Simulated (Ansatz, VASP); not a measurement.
## Two plane-wave programs on SiO2

Contents of INCAR:

```
  PREC = Accurate
  ENCUT = 520
  EDIFF = 1E-6
  ISMEAR = 0
  SIGMA = 0.1
  LREAL = Auto
  LASPH = T
  NELM = 60
  ALGO = Normal
  ISIF = 2
  LWAVE = F
  LCHARG = F
  GGA = PE
  NBANDS = 63
```

KPOINTS

```
regular mesh
0
Gamma
  2 4 4
```

File POSCAR:

```
SiO2
1.0
    9.7990769700      0.0000000000      0.0000000000
    0.0000000000      4.7088208500      0.0000000000
    0.0000000000      0.0000000000      6.7573564100
Si O
6 12
Direct
    0.4130875300      0.5000000000      0.2018806100
    0.5869124700      0.5000000000      0.7981193900
    0.9130875300      0.5000000000      0.7981193900
    0.0869124700      0.5000000000      0.2018806100
    0.0000000000      0.0000000000      0.5000000000
    0.5000000000      0.0000000000      0.5000000000
    0.5000000000      0.5000000000      0.0000000000
    0.2500000000      0.5000000000      0.2004851200
    0.4431050900      0.2876457300      0.3911249500
    0.4431050900      0.7123542700      0.3911249500
    0.7500000000      0.5000000000      0.7995148800
    0.5568949100      0.2876457300      0.6088750500
    0.5568949100      0.7123542700      0.6088750500
    0.0000000000      0.5000000000      0.0000000000
    0.9431050900      0.2876457300      0.6088750500
    0.9431050900      0.7123542700      0.6088750500
    0.0568949100      0.2876457300      0.3911249500
    0.0568949100      0.7123542700      0.3911249500
```

Input for Ansatz:

```yaml
crystal:
  lattice:
    - [9.79907697, 0.0, 0.0]
    - [0.0, 4.70882085, 0.0]
    - [0.0, 0.0, 6.75735641]
  atoms:
    - { symbol: Si, position: [0.41308753, 0.5, 0.20188061] }
    - { symbol: Si, position: [0.58691247, 0.5, 0.79811939] }
    - { symbol: Si, position: [0.91308753, 0.5, 0.79811939] }
    - { symbol: Si, position: [0.08691247, 0.5, 0.20188061] }
    - { symbol: Si, position: [0.0, 0.0, 0.5] }
    - { symbol: Si, position: [0.5, 0.0, 0.5] }
    - { symbol: O, position: [0.5, 0.5, 0.0] }
    - { symbol: O, position: [0.25, 0.5, 0.20048512] }
    - { symbol: O, position: [0.44310509, 0.28764573, 0.39112495] }
    - { symbol: O, position: [0.44310509, 0.71235427, 0.39112495] }
    - { symbol: O, position: [0.75, 0.5, 0.79951488] }
    - { symbol: O, position: [0.55689491, 0.28764573, 0.60887505] }
    - { symbol: O, position: [0.55689491, 0.71235427, 0.60887505] }
    - { symbol: O, position: [0.0, 0.5, 0.0] }
    - { symbol: O, position: [0.94310509, 0.28764573, 0.60887505] }
    - { symbol: O, position: [0.94310509, 0.71235427, 0.60887505] }
    - { symbol: O, position: [0.05689491, 0.28764573, 0.39112495] }
    - { symbol: O, position: [0.05689491, 0.71235427, 0.39112495] }
basis:
  ecutwfc: 420
kpoints:
  mp_grid: { grid: [2, 4, 4] }
hamiltonian:
  xc: pbe
scf:
  occupations: { method: gaussian, width: 0.1 }
  lower_state_search: "off"
output:
  forces: true
  stress: true
  eigenvalues: true
```

Alike in both runs: task single point; functional PBE; k mesh 2 × 4 × 4; occupations gaussian, width 0.1 eV; no spin polarisation.

```csv
,VASP,Ansatz
version,VASP 6.6.1,Ansatz 0.2.0
potentials or method,"VASP PAW PBE potentials, release 64 (Si, O), cutoff 520 eV","scalar-relativistic, plane waves, PAW"
valence electrons in the cell,96,96
```

|  | VASP | Ansatz | Ansatz less VASP |
| --- | --- | --- | --- |
| gap on the k mesh at the Fermi level (eV) | 0.14 | 0.17 | +0.026 |
| least direct gap on the mesh (eV) | 0.21 | 0.24 | +0.025 |
| pressure (GPa) | 15.8 | 15.6 | -0.16 |
| traceless stress, the component that is largest in VASP (GPa) | -2.02 | -2.01 | +0.011 |
| rms of the force components (eV/Å) | 3.899 | 3.902 | +0.0023 |

Atom by atom the forces differ by 0.013 eV/Å (rms over components).
